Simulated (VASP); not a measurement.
A run of VASP 6.6.1 is set up as follows.

The input INCAR:

```
SYSTEM = Si2Te4S
PREC = Accurate
ENCUT = 520
EDIFF = 1E-7
ISMEAR = 0
SIGMA = 0.2
LREAL = .FALSE.
LASPH = .TRUE.
NELM = 80
ALGO = Normal
ISIF = 2
LWAVE = .FALSE.
LCHARG = .FALSE.
GGA = PE
NBANDS = 28
```

File KPOINTS:

```
Automatic mesh
0
G
  5 5 2
  0 0 0
```

Contents of POSCAR:

```
Si2Te4S
1.0
    3.8690232806      0.0000000000      0.0000000000
   -1.9345116403      3.3506724488      0.0000000000
    0.0000000000      0.0000000000     14.3469936737
Si Te S
2 4 1
Direct
    0.0000000000      0.0000000000      0.2622995393
    0.0000000000      0.0000000000      0.7377004607
    0.6666666667      0.3333333333      0.3699193707
    0.3333333333      0.6666666667      0.1300090288
    0.6666666667      0.3333333333      0.8699909712
    0.3333333333      0.6666666667      0.6300806293
    0.0000000000      0.0000000000      0.0000000000
```

Potentials or basis: VASP PAW PBE potentials, release 64 (Si, Te, S).

The run is started by

```sh
$ cat potpaw_PBE.64/Si/POTCAR potpaw_PBE.64/Te/POTCAR potpaw_PBE.64/S/POTCAR > POTCAR
$ mpirun -np 1 vasp_std > vasp.out
```

(1) Predict the pressure.

(2) What does it give for the largest force?

(3) Predict the band gap on the k mesh.

Answers

(1) 0.0 GPa.

(2) 0.010 eV/Å.

(3) zero (band 19 reaches 6.89 eV, above the bottom of band 20 at 6.41 eV).

Caveat: the k points lie up to 0.38 Å⁻¹ apart; spin-orbit coupling is left out, which moves the levels of the heavy elements; this functional lacks dispersion, which binds the layers, so the pressure and a relaxed spacing across them are unreliable.
